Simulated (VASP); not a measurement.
A run of VASP 6.6.1 is set up as follows.

Contents of INCAR:

```
SYSTEM = TiNi
ALGO = All ; EDIFF = 1E-6
ENCUT = 550 ; GGA = PS
GGA_COMPAT = .FALSE. ; ISEARCH = 1
ISIF = 2 ; ISMEAR = -1
ISPIN = 2 ; KPAR = 4
LASPH = .TRUE. ; LCHARG = .TRUE.
LMAXMIX = 4 ; LORBIT = 11
LREAL = .FALSE. ; LVHAR = .TRUE.
LWAVE = .FALSE. ; MAGMOM = 1 1 1 1
NBANDS = 34 ; NELM = 300
PREC = Accurate ; SIGMA = 0.05
```

Contents of KPOINTS:

```
k-points
0
G
  7 7 7
  0 0 0
```

POSCAR

```
TiNi
1.0
    3.7962945828      0.0000000000      0.0000000000
    0.0000000000      3.7962945828      0.0000000000
    0.0000000000      0.0000000000      3.6118449022
Ni Ti
2 2
Direct
    0.0000000000      0.0000000000      0.0000000000
    0.5000000000      0.5000000000      0.0000000000
    0.5000000000      0.0000000000      0.5191990000
    0.0000000000      0.5000000000      0.4808010000
```

Potentials or basis: VASP PAW PBE potentials, release 64 (Ni, Ti_sv).

Launch:

```bash
$ cat potpaw_PBE.64/Ni/POTCAR potpaw_PBE.64/Ti_sv/POTCAR > POTCAR
$ mpirun -np 4 vasp_std > vasp.out
```

Question: What does it give for the net moment?

Answer: 0.01 μB per cell.

Question: What does it give for the band gap on the k mesh?

Answer: Zero (filled and empty bands overlap).

Question: Predict the pressure.

Answer: -2.1 GPa.

Stress tensor (GPa, compression positive):
```
-0.82  0.00  0.00
 0.00 -0.82  0.00
 0.00  0.00 -4.57
```

Caveat: the moments typed at the start vanished in this run; the PAW data sets were made with another functional, which shifts forces and pressure a little.
